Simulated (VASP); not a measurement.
# ZrC (P6_3/mmc) in VASP: notebook, part 2 of 2

VASP 6.6.1.

## 4. Single point, PBEsol

This run uses another cell than the first one, of 12.82 Å³/atom.

INCAR

```
SYSTEM = ZrC
ALGO = Normal
EDIFF = 1E-6
ENCUT = 520
GGA = PS
ISIF = 2
ISMEAR = 1
LASPH = .TRUE.
LCHARG = .FALSE.
LREAL = .FALSE.
LWAVE = .FALSE.
NBANDS = 24
NELM = 100
PREC = Accurate
SIGMA = 0.15
```

KPOINTS

```
k-points
0
G
  8 8 5
  0 0 0
```

POSCAR

```
ZrC
1.0
    3.3610575363      0.0000000000      0.0000000000
   -1.6805287682      2.9107618321      0.0000000000
    0.0000000000      0.0000000000      5.2426060226
Zr C
2 2
Direct
    0.3333333333      0.6666666667      0.2500000000
    0.6666666667      0.3333333333      0.7500000000
    0.0000000000      0.0000000000      0.0000000000
    0.0000000000      0.0000000000      0.5000000000
```

Potentials or basis: VASP PAW PBE potentials, release 64 (Zr_sv, C).

Launch:

```
$ cat potpaw_PBE.64/Zr_sv/POTCAR potpaw_PBE.64/C/POTCAR > POTCAR
$ mpirun -np 1 vasp_std > vasp.out
```

OUTCAR:

```text
SYSTEM = ZrC
   EDIFF = 1E-6
   ENCUT = 520
   GGA = PS
   ISIF = 2
   ISMEAR = 1
   LASPH = .TRUE.
   LREAL = .FALSE.
   NELM = 100
   PREC = Accurate

 ion  position               nearest neighbor table
   1  0.333  0.667  0.250-   3 2.34   4 2.34   3 2.34   4 2.34   3 2.34   4 2.34   2 3.26   2 3.26
                             2 3.26   2 3.26   2 3.26   2 3.26
   2  0.667  0.333  0.750-   3 2.34   4 2.34   3 2.34   4 2.34   3 2.34   4 2.34   1 3.26   1 3.26
                             1 3.26   1 3.26   1 3.26   1 3.26
   3  0.000  0.000  0.000-   1 2.34   2 2.34   2 2.34   1 2.34   2 2.34   1 2.34
   4  0.000  0.000  0.500-   1 2.34   2 2.34   2 2.34   1 2.34   2 2.34   1 2.34

  LATTYP: Found a hexagonal cell.
 ALAT       =     3.3610575363
 C/A-ratio  =     1.5598084728

  Lattice vectors:

 A1 = (   3.3610575363,   0.0000000000,   0.0000000000)
 A2 = (  -1.6805287682,   2.9107618321,   0.0000000000)
 A3 = (   0.0000000000,   0.0000000000,   5.2426060226)

Analysis of symmetry for initial positions (statically):
[... 179 lines left out ...]

 E-fermi :   9.8617     XC(G=0): -12.3385

 val. band max:        9.8526054497   @ k =   0.2500   0.2500   0.2000
 cond. band min:      10.1450377609   @ k =   0.1250   0.0000   0.0000
 fundamental gap:      0.2924323111
 Fermi energy:         9.8617486500

 k-point     1 :       0.0000    0.0000    0.0000
  band No.  band energies     occupation
      1     -38.1999      2.00000
      2     -38.0704      2.00000
      3     -16.8533      2.00000
      4     -16.0771      2.00000
      5     -16.0771      2.00000
      6     -15.9699      2.00000
[... 637 lines left out ...]
     23      16.5206      0.00000
     24      16.8534      0.00000

 [... further k-points ...]

------------------------ aborting loop because EDIFF is reached ----------------------------------------

  FORCE on cell =-STRESS in cart. coord.  units (eV):
  Direction    XX          YY          ZZ          XY          YZ          ZX
  --------------------------------------------------------------------------------------
  -------------------------------------------------------------------------------------
  Total       -0.7347708     -0.7347711     -0.1811441      0.0000000      0.0000000      0.0000000
  in kB      -22.9526384    -22.9526482     -5.6585471      0.0000000      0.0000000      0.0000000
  external PRESSURE =     -17.1879446 kB  Pullay stress =       0.0000000 kB

 VOLUME and BASIS-vectors are now :
 -----------------------------------------------------------------------------
  energy-cutoff  :      520.00
  volume of cell :       51.29
      direct lattice vectors                 reciprocal lattice vectors
     3.361057536  0.000000000  0.000000000     0.297525404  0.171776335  0.000000000
    -1.680528768  2.910761832  0.000000000     0.000000000  0.343552670  0.000000000
     0.000000000  0.000000000  5.242606023     0.000000000  0.000000000  0.190744831

 POSITION                                       TOTAL-FORCE (eV/Angst)
 -----------------------------------------------------------------------------------
     -0.00000      1.94051      1.31065        -0.000000      0.000000      0.000000
      1.68053      0.97025      3.93195         0.000000     -0.000000      0.000000
      0.00000      0.00000      0.00000         0.000000      0.000000      0.000000
      0.00000      0.00000      2.62130         0.000000      0.000000      0.000000
 -----------------------------------------------------------------------------------
    total drift:                               -0.000000      0.000000     -0.000000

  FREE ENERGIE OF THE ION-ELECTRON SYSTEM (eV)
  ---------------------------------------------------
  free  energy   TOTEN  =       -40.4871796564 eV

  energy  without entropy=      -40.4851655914  energy(sigma->0) =      -40.48650830
```

stdout:

```text
POSCAR found type information on POSCAR ZrC
 POSCAR found :  2 types and       4 ions
 scaLAPACK will be used
 -----------------------------------------------------------------------------
|                                                                             |
|                                                                             |
|     You enforced a specific xc type in the INCAR file but a different       |
|     I HOPE YOU KNOW WHAT YOU ARE DOING!                                     |
|                                                                             |
 -----------------------------------------------------------------------------

 LDA part: xc-table for (Slater+PW92), standard interpolation
 POSCAR, INCAR and KPOINTS ok, starting setup
 FFT: planning ... GRIDC
 FFT: planning ... GRID_SOFT
 FFT: planning ... GRID
 WAVECAR not read
 entering main loop
```

Run time: 2.2 min. Hardware: 1 thread of AMD EPYC, shared host; peak memory 0.15 GiB.

What came out:

```yaml
Free_energy: -40.4872 eV
Pressure: -1.7 GPa
Band_gap_on_the_k_mesh: zero (bands 16 and 17 overlap by 1.08 eV)
```

Caveat: the PAW data sets were made with another functional, which shifts forces and pressure a little.

## 5. Single point, PBEsol

This run uses another cell than the first one, of 13.17 Å³/atom.

INCAR

```
SYSTEM = ZrC
  PREC = Accurate
  ENCUT = 520
  EDIFF = 1E-7
  ISMEAR = 1
  SIGMA = 0.15
  LREAL = .FALSE.
  LASPH = .TRUE.
  NELM = 100
  ALGO = Normal
  ISIF = 2
  LWAVE = .FALSE.
  LCHARG = .FALSE.
  GGA = PS
  NBANDS = 24
```

KPOINTS

```
Automatic mesh
0
G
  8 8 5
  0 0 0
```

POSCAR

```
ZrC
1.0
    3.3914760000      0.0000000000      0.0000000000
   -1.6957380000      2.9371050000      0.0000000000
    0.0000000000      0.0000000000      5.2900530000
Zr C
2 2
Direct
    0.3333333333      0.6666666667      0.2500000000
    0.6666666667      0.3333333333      0.7500000000
    0.0000000000      0.0000000000      0.0000000000
    0.0000000000      0.0000000000      0.5000000000
```

Launch:

```
$ cat potpaw_PBE.64/Zr_sv/POTCAR potpaw_PBE.64/C/POTCAR > POTCAR
$ mpirun -np 1 vasp_std > vasp.out
```

It took 2.3 min on 1 thread of AMD EPYC, shared host; peak memory 0.15 GiB.

Results (log left out):

```yaml
Free_energy: -40.4470 eV
Pressure: -7.5 GPa
Band_gap_on_the_k_mesh: zero (bands 16 and 17 overlap by 1.05 eV)
```

Stress tensor (GPa, compression positive):
```
-8.16  0.00  0.00
 0.00 -8.16  0.00
 0.00  0.00 -6.20
```

Levels at points of the mesh, in eV from the Fermi level:
```csv
k point,band 13,band 14,band 15,band 16,band 17,band 18,band 19,band 20
"(0.00, 0.00, 0.00)",-2.75,-1.02,-1.02,0.98,1.29,1.29,1.69,1.69
"(0.50, 0.00, 0.00)",-3.13,-2.78,-1.45,-0.72,1.58,4.14,4.29,4.30
```

Caveat: the cell stands under tension; the PAW data sets were made with another functional, which shifts forces and pressure a little.

## 6. Single point, PBEsol

This run uses another cell than the first one, of 13.53 Å³/atom.

INCAR

```
SYSTEM = ZrC
  PREC = Accurate
  ENCUT = 520
  EDIFF = 1E-6
  ISMEAR = 1
  SIGMA = 0.15
  LREAL = .False.
  LASPH = .True.
  NELM = 80
  ALGO = Normal
  ISIF = 2
  LWAVE = .False.
  LCHARG = .False.
  GGA = PS
  NBANDS = 24
```

KPOINTS

```
Automatic mesh
0
Gamma
  8 8 5
  0 0 0
```

POSCAR

```
ZrC
1.0
    3.4213583855      0.0000000000      0.0000000000
   -1.7106791928      2.9629839105      0.0000000000
    0.0000000000      0.0000000000      5.3366637981
Zr C
2 2
Direct
    0.3333333333      0.6666666667      0.2500000000
    0.6666666667      0.3333333333      0.7500000000
    0.0000000000      0.0000000000      0.0000000000
    0.0000000000      0.0000000000      0.5000000000
```

Potentials or basis: VASP PAW PBE potentials, release 64 (Zr_sv, C).

Launch:

```
$ cat potpaw_PBE.64/Zr_sv/POTCAR potpaw_PBE.64/C/POTCAR > POTCAR
$ mpirun -np 1 vasp_std > vasp.out
```

OUTCAR:

```text
SYSTEM = ZrC
   PREC = Accurate
   ENCUT = 520
   EDIFF = 1E-6
   ISMEAR = 1
   LREAL = .False.
   LASPH = .True.
   NELM = 80
   ISIF = 2
   GGA = PS

 ion  position               nearest neighbor table
   1  0.333  0.667  0.250-   3 2.38   4 2.38   3 2.38   4 2.38   3 2.38   4 2.38   2 3.32   2 3.32
                             2 3.32   2 3.32   2 3.32   2 3.32
   2  0.667  0.333  0.750-   3 2.38   4 2.38   3 2.38   4 2.38   3 2.38   4 2.38   1 3.32   1 3.32
                             1 3.32   1 3.32   1 3.32   1 3.32
   3  0.000  0.000  0.000-   1 2.38   2 2.38   2 2.38   1 2.38   2 2.38   1 2.38
   4  0.000  0.000  0.500-   1 2.38   2 2.38   2 2.38   1 2.38   2 2.38   1 2.38
[... 854 lines left out ...]
  -------------------------------------------------------------------------------------
  Total       -4.4738669     -4.4738688     -3.7327007      0.0000000      0.0000000      0.0000000
  in kB     -132.4939148   -132.4939715   -110.5442204      0.0000000      0.0000000      0.0000000
  external PRESSURE =    -125.1773689 kB  Pullay stress =       0.0000000 kB

 VOLUME and BASIS-vectors are now :
 -----------------------------------------------------------------------------
  energy-cutoff  :      520.00
  volume of cell :       54.10
      direct lattice vectors                 reciprocal lattice vectors
     3.421358386  0.000000000  0.000000000     0.292281570  0.168748807  0.000000000
    -1.710679193  2.962983911  0.000000000     0.000000000  0.337497614  0.000000000
     0.000000000  0.000000000  5.336663798     0.000000000  0.000000000  0.187382986

 POSITION                                       TOTAL-FORCE (eV/Angst)
 -----------------------------------------------------------------------------------
     -0.00000      1.97532      1.33417         0.000000      0.000000      0.000000
      1.71068      0.98766      4.00250         0.000000      0.000000      0.000000
      0.00000      0.00000      0.00000        -0.000000      0.000000      0.000000
      0.00000      0.00000      2.66833        -0.000000      0.000000      0.000000
 -----------------------------------------------------------------------------------
    total drift:                               -0.000000      0.000000     -0.000000

  FREE ENERGIE OF THE ION-ELECTRON SYSTEM (eV)
  ---------------------------------------------------
  free  energy   TOTEN  =       -40.3594671847 eV

  energy  without entropy=      -40.3570885787  energy(sigma->0) =      -40.35867432
```

OSZICAR:

```text
N       E                     dE             d eps       ncg     rms          rms(c)
DAV:   1     0.250971850025E+03    0.25097E+03   -0.16948E+04  1440   0.134E+03
DAV:   2    -0.253237243640E+02   -0.27630E+03   -0.26108E+03  1728   0.370E+02
DAV:   3    -0.458709359961E+02   -0.20547E+02   -0.20294E+02  2640   0.818E+01
DAV:   4    -0.465924270212E+02   -0.72149E+00   -0.72093E+00  1744   0.143E+01
DAV:   5    -0.466139914792E+02   -0.21564E-01   -0.21563E-01  2256   0.187E+00    0.275E+01
DAV:   6    -0.409114719501E+02    0.57025E+01   -0.32599E+01  1696   0.277E+01    0.110E+01
DAV:   7    -0.404096733243E+02    0.50180E+00   -0.28398E+00  2016   0.830E+00    0.783E+00
DAV:   8    -0.404076775382E+02    0.19958E-02   -0.68309E-01  1664   0.414E+00    0.184E+00
DAV:   9    -0.403604469191E+02    0.47231E-01   -0.24002E-01  1936   0.185E+00    0.627E-01
DAV:  10    -0.403602606982E+02    0.18622E-03   -0.11751E-02  1864   0.720E-01    0.311E-01
DAV:  11    -0.403594788360E+02    0.78186E-03   -0.27191E-03  1992   0.248E-01    0.610E-02
DAV:  12    -0.403594664364E+02    0.12400E-04   -0.12968E-04  1832   0.620E-02    0.114E-02
DAV:  13    -0.403594671847E+02   -0.74825E-06   -0.79315E-06  1608   0.171E-02
   1 F= -.40359467E+02 E0= -.40358674E+02  d E =-.237861E-02
```

Wall time 1.9 min (1 thread of AMD EPYC, shared host); peak memory 0.16 GiB.

What came out:

| Quantity | Value |
| --- | --- |
| Free energy | -40.3595 eV |
| Pressure | -12.5 GPa |
| Band gap on the k mesh | zero (bands 16 and 17 overlap by 1.03 eV) |

Caveat: the cell stands under tension; the PAW data sets were made with another functional, which shifts forces and pressure a little.

## 7. Summary

| cell | gap on the mesh (eV) | pressure (GPa) |
| --- | --- | --- |
| a = 3.299, b = 3.299, c = 5.145 Å, angles 90.0, 90.0, 120.0°, 4 atoms | none | 12.6 |
| a = 3.330, b = 3.330, c = 5.194 Å, angles 90.0, 90.0, 120.0°, 4 atoms | none | 4.9 |
| a = 3.361, b = 3.361, c = 5.243 Å, angles 90.0, 90.0, 120.0°, 4 atoms | none | -1.7 |
| a = 3.391, b = 3.391, c = 5.290 Å, angles 90.0, 90.0, 120.0°, 4 atoms | none | -7.5 |
| a = 3.421, b = 3.421, c = 5.337 Å, angles 90.0, 90.0, 120.0°, 4 atoms | none | -12.5 |

Alike in all rows: task single point; level PBEsol; potentials or basis VASP PAW PBE potentials, release 64 (Zr_sv, C); no spin polarisation; k mesh 8 × 8 × 5; cutoff (eV) 520; smearing methfessel-paxton 0.15 eV.

Caveats: the PAW data sets were made with another functional, which shifts forces and pressure a little; the cell stands under pressure (at least some runs); the cell stands under tension (at least some runs).

Absolute energies hang on the potentials; compare differences alone.
